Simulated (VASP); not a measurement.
The system is Sn3O.

```
Sn O
1.0
     4.79601    0.00000    0.00000
    -2.39800    4.15346    0.00000
     0.00000    0.00000    4.42699
Sn O
6 2
Cartesian
  1.5985 0.0000 0.0000
  0.7993 1.3843 2.2135
  -0.7993 1.3843 0.0000
  3.1975 0.0000 2.2135
  1.5987 2.7691 0.0000
  -1.5987 2.7691 2.2135
  0.0000 2.7690 1.1067
  2.3980 1.3845 3.3202
```

| Item | Value |
| --- | --- |
| Program | VASP 6.6.1 |
| Task | relaxation of cell and atoms |
| Functional | PBEsol |
| Potentials or basis | VASP PAW PBE potentials, release 64 (Sn_d, O) |
| Cutoff | 600 eV |
| k mesh | 6 × 6 × 4 |
| Occupations | gaussian, width 0.1 eV |
| Spin | no spin polarisation |

At the start: pressure 219.4 GPa; volume 11.02 Å³/atom.

**Question.** How do energy, volume and symmetry change on relaxing?

**Answer.** Over 10 steps the energy falls by 3911.7 meV/atom and the volume is 21.07 Å³/atom (+91.2 %); space group P6_322 (No. 182, to 0.1 Å) before and after.

The path:
```tsv
step	energy change (eV)	largest force (eV/Å)	pressure (GPa)	volume (Å³)
1	0.0000	5.1955	219.40	88.19
2	2.8237	0.1030	-27.04	455.10
3	-29.4466	0.8404	-11.50	201.15
4	-30.4229	0.8770	-7.49	185.91
5	-30.9675	0.8881	1.68	164.31
6	-30.9721	0.8915	0.49	166.52
7	-31.1348	0.5791	-0.55	168.42
8	-31.2621	0.1367	-2.00	172.58
9	-31.2697	0.0723	2.04	165.23
10	-31.2933	0.0309	0.09	168.58
```

Final structure:
```
Sn O
1.0
     5.96271    0.00000    0.00000
    -2.98136    5.16386    0.00000
     0.00000    0.00000    5.47512
Sn O
6 2
Direct
  0.32456 0.00000 0.00000
  0.32456 0.32456 0.50000
  0.00000 0.32456 0.00000
  0.67544 0.00000 0.50000
  0.67544 0.67544 0.00000
  0.00000 0.67544 0.50000
  0.33333 0.66667 0.25000
  0.66667 0.33333 0.75000
```

Caveat: the volume moved by over 15 % at a fixed basis, so the end points are rough; the PAW data sets were made with another functional, which shifts forces and pressure a little; the relaxation stopped at a loose force limit of 0.05 eV/Å, so its end isn't a converged minimum.
